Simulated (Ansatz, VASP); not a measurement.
## Two plane-wave programs on InP

The input POSCAR:

```
InP
1.0
    0.0000000000      2.9891100000      2.9305000000
    2.9305000000      0.0000000000      2.9305000000
    2.9305000000      2.9891100000      0.0000000000
In P
1 1
Direct
    0.0000000000      0.0000000000      0.0000000000
    0.7500000000      0.7500000000      0.7500000000
```

Contents of INCAR.step1:

```
PREC     = Accurate       # precision mode
ENCUT    = 520            # plane-wave cutoff, eV
ISMEAR   = 0              # smearing method
SIGMA    = 0.05           # smearing width, eV
LREAL    = False          # projectors in reciprocal space
LASPH    = True           # aspherical terms in the spheres
NELM     = 100            # most SCF steps
NBANDS   = 16             # bands
GGA      = PE             # functional
ALGO     = Normal         # electronic algorithm
EDIFF    = 1E-4           # SCF threshold, eV
LWAVE    = True           # write WAVECAR
LCHARG   = False          # write CHGCAR
```

The input INCAR.step2:

```
PREC     = Accurate       # precision mode
ENCUT    = 520            # plane-wave cutoff, eV
EDIFF    = 1E-6           # SCF threshold, eV
ISMEAR   = 0              # smearing method
SIGMA    = 0.05           # smearing width, eV
LREAL    = False          # projectors in reciprocal space
LASPH    = True           # aspherical terms in the spheres
NELM     = 100            # most SCF steps
ALGO     = Normal         # electronic algorithm
ISIF     = 2              # what is computed and relaxed
LWAVE    = False          # write WAVECAR
LCHARG   = False          # write CHGCAR
METAGGA  = R2SCAN         # meta-GGA
LMIXTAU  = True         
NBANDS   = 16             # bands
ISTART   = 1
```

File KPOINTS:

```
regular mesh
0
Gamma
  8 8 8
```

Input for Ansatz:

```yaml
crystal:
  lattice:
    - [0.0, 2.98911, 2.9305]
    - [2.9305, 0.0, 2.9305]
    - [2.9305, 2.98911, 0.0]
  atoms:
    - { symbol: In, position: [0.0, 0.0, 0.0] }
    - { symbol: P, position: [0.75, 0.75, 0.75] }
basis:
  ecutwfc: 500
kpoints:
  mp_grid: { grid: [8, 8, 8] }
hamiltonian:
  xc: r2scan
scf:
  occupations: { method: gaussian, width: 0.05 }
output:
  forces: true
  stress: true
  eigenvalues: true
```

Change from the starting cell: strain +0.0200 x Voigt [0, 1, 0, 0, 0, 0], atoms carried along.

Alike in both runs: task single point; functional r2SCAN; k mesh 8 × 8 × 8; occupations gaussian, width 0.05 eV; no spin polarisation.

|  | VASP | Ansatz |
| --- | --- | --- |
| version | VASP 6.6.1 | Ansatz 0.2.0 |
| potentials or method | VASP PAW PBE potentials, release 64 (In_d, P), cutoff 520 eV | scalar-relativistic, plane waves, PAW |
| valence electrons in the cell | 18 | 18 |

```tsv
	VASP	Ansatz	Ansatz less VASP
gap on the k mesh at the Fermi level (eV)	1.02	1.01	-0.004
least direct gap on the mesh (eV)	1.02	1.01	-0.004
pressure (GPa)	0.1	0.2	+0.10
traceless stress, the component that is largest in VASP (GPa)	-0.62	-0.61	+0.006
```

VASP's potentials were made for PBE, not for r2SCAN. The functional is the same, so the differences come from potentials, cutoffs and numerics.
